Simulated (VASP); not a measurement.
GaN: single point with PBE

The system is GaN.

```
Ga N
1.0
     3.22185    0.00000    0.00000
    -1.61092    2.79020    0.00000
     0.00000    0.00000    5.23398
Ga N
2 2
Direct
  0.33333 0.66667 0.00394
  0.66667 0.33333 0.50394
  0.33333 0.66667 0.38106
  0.66667 0.33333 0.88106
```

This cell differs from its parent crystal: volume scaled by 1.04, then relaxed in part.

```json
{
  "Program": "VASP 6.6.1",
  "Task": "single point",
  "Functional": "PBE",
  "Potentials or basis": "VASP PAW PBE potentials, release 64 (Ga_d, N)",
  "Cutoff": "520 eV",
  "k mesh": "11 × 11 × 6",
  "Occupations": "fermi-dirac, width 0.02 eV",
  "Spin": "no spin polarisation",
  "Dipole correction": "no",
  "Further INCAR settings": "ALGO = Normal; EDIFF = 1e-06; NBANDS = 26"
}
```

The pressure is 0.1 GPa and the band gap on the k mesh is 1.72 eV, direct.

Stress tensor (GPa, compression positive):
```
-0.21  0.00  0.00
 0.00 -0.21  0.00
 0.00  0.00  0.62
```

Levels at points of the mesh, in eV from the valence-band top:
```tsv
k point	band 14	band 15	band 16	band 17	band 18	band 19	band 20	band 21	band 22	band 23
(0.00, 0.00, 0.00)	-1.00	-1.00	-0.02	0.00	0.00	1.72	4.04	9.05	9.71	9.71
(0.00, 0.00, 0.50)	-3.77	-0.51	-0.51	-0.51	-0.51	4.05	4.05	8.33	8.33	10.22
```

It took 33 s on 1 thread of Intel(R) Xeon(R) 6975P-C (Granite Rapids) (shared host), peak memory 0.2 GiB.
